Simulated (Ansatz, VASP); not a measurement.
ZnSe: VASP beside Ansatz

```
Zn Se
1.0
     0.00000    2.72707    2.72707
     2.72707    0.00000    2.72707
     2.72707    2.72707    0.00000
Zn Se
1 1
Direct
  0.00000 0.00000 0.00000
  0.25000 0.25000 0.25000
```

Change from the starting cell: volume scaled by 0.94, PAW files.

Alike in both runs: task single point; functional LDA; k mesh 11 × 11 × 11; occupations fermi-dirac, width 0.08 eV; no spin polarisation.

|  | VASP | Ansatz |
| --- | --- | --- |
| version | VASP 6.6.1 | Ansatz 0.2.0 |
| potentials or method | VASP PAW LDA potentials, release 64 (Zn, Se) | PAW with Ansatz's default frozen-core files, scalar-relativistic |
| plane-wave cutoff (eV) | 520 | 420 |
| valence electrons in the cell | 18 | 28 |

Ansatz gave:

```
pressure (GPa) : 5.1
```

Question: What did VASP give for the same quantities?

Answer: Pressure (GPa): 5.6.

LDA's correlation is that of Perdew and Zunger in VASP and of Perdew and Wang (1992) in Ansatz. VASP's potentials hold 18 valence electrons a cell and Ansatz's 28, so a difference there can come from the potentials and not from the codes.
